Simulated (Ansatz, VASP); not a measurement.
SnSe: VASP beside Ansatz

```
Sn Se
1.0
     0.00000    2.94665    2.94665
     2.72565    0.00000    2.94665
     2.72565    2.94665    0.00000
Sn Se
1 1
Direct
  0.00000 0.00000 0.00000
  0.50000 0.50000 0.50000
```

Change from the starting cell: strain -0.0750 x Voigt [1, 0, 0, 0, 0, 0], atoms carried along.

Alike in both runs: task single point; functional LDA; k mesh 8 × 8 × 8; occupations gaussian, width 0.05 eV; no spin polarisation.

|  | VASP | Ansatz |
| --- | --- | --- |
| version | VASP 6.6.1 | Ansatz 0.2.0 |
| potentials or method | VASP PAW LDA potentials, release 64 (Sn_d, Se), cutoff 520 eV | scalar-relativistic, plane waves, PAW |
| valence electrons in the cell | 20 | 30 |

VASP gave:

| Item | Value |
| --- | --- |
| gap on the k mesh at the Fermi level (eV) | 0.44 |
| least direct gap on the mesh (eV) | 0.60 |
| pressure (GPa) | 6.9 |
| traceless stress, the component that is largest in VASP (GPa) | 11.37 |

Q: Which values does Ansatz return?

A: gap on the k mesh at the Fermi level (eV): 0.45; least direct gap on the mesh (eV): 0.59; pressure (GPa): 6.7; traceless stress, the component that is largest in VASP (GPa): 11.32.

LDA's correlation is that of Perdew and Zunger in VASP and of Perdew and Wang (1992) in Ansatz. VASP's potentials hold 20 valence electrons a cell and Ansatz's 30, so a difference there can come from the potentials and not from the codes.
